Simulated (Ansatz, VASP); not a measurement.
Ag: VASP beside Ansatz

File POSCAR:

```
Ag
1.0
   -1.6524254747      1.6524254747      1.6524254747
    1.6524254747     -1.6524254747      1.6524254747
    1.6524254747      1.6524254747     -1.6524254747
Ag
1
Direct
    0.0000000000      0.0000000000      0.0000000000
```

The input INCAR.step1:

```
SYSTEM = Ag
PREC = Accurate
ENCUT = 520
ISMEAR = 0
SIGMA = 0.1
LREAL = .FALSE.
LASPH = .TRUE.
NELM = 60
NBANDS = 12
GGA = PE
ALGO = Normal
EDIFF = 1E-4
LWAVE = .TRUE.
LCHARG = .FALSE.
```

File INCAR.step2:

```
SYSTEM = Ag
PREC = Accurate
ENCUT = 520
EDIFF = 1E-6
ISMEAR = 0
SIGMA = 0.1
LREAL = .FALSE.
LASPH = .TRUE.
NELM = 60
ALGO = Normal
ISIF = 2
LWAVE = .FALSE.
LCHARG = .FALSE.
METAGGA = R2SCAN
LMIXTAU = .TRUE.
NBANDS = 12
ISTART = 1
```

Contents of KPOINTS:

```
Automatic mesh
0
G
  18 18 18
  0 0 0
```

Input for Ansatz:

```yaml
crystal:
  lattice:
    - [-1.6524254747, 1.6524254747, 1.6524254747]
    - [1.6524254747, -1.6524254747, 1.6524254747]
    - [1.6524254747, 1.6524254747, -1.6524254747]
  atoms:
    - { symbol: Ag, position: [0.0, 0.0, 0.0] }
basis:
  ecutwfc: 500
kpoints:
  mp_grid: { grid: [18, 18, 18] }
hamiltonian:
  xc: r2scan
scf:
  occupations: { method: gaussian, width: 0.1 }
output:
  forces: true
  stress: true
  eigenvalues: true
```

Alike in both runs: task single point; functional r2SCAN; k mesh 18 × 18 × 18; occupations gaussian, width 0.1 eV; no spin polarisation.

```csv
,VASP,Ansatz
version,VASP 6.6.1,Ansatz 0.2.0
potentials or method,"VASP PAW PBE potentials, release 64 (Ag), cutoff 520 eV","scalar-relativistic, plane waves, PAW"
valence electrons in the cell,11,19
```

```csv
,VASP,Ansatz,Ansatz less VASP
gap on the k mesh at the Fermi level (eV),none,none,-
pressure (GPa),-2.9,-3.0,-0.09
```

VASP's potentials were made for PBE, not for r2SCAN. A gap of «none» marks a metal or a gap that the smearing closes. VASP's potentials hold 11 valence electrons a cell and Ansatz's 19, so a difference there can come from the potentials and not from the codes.
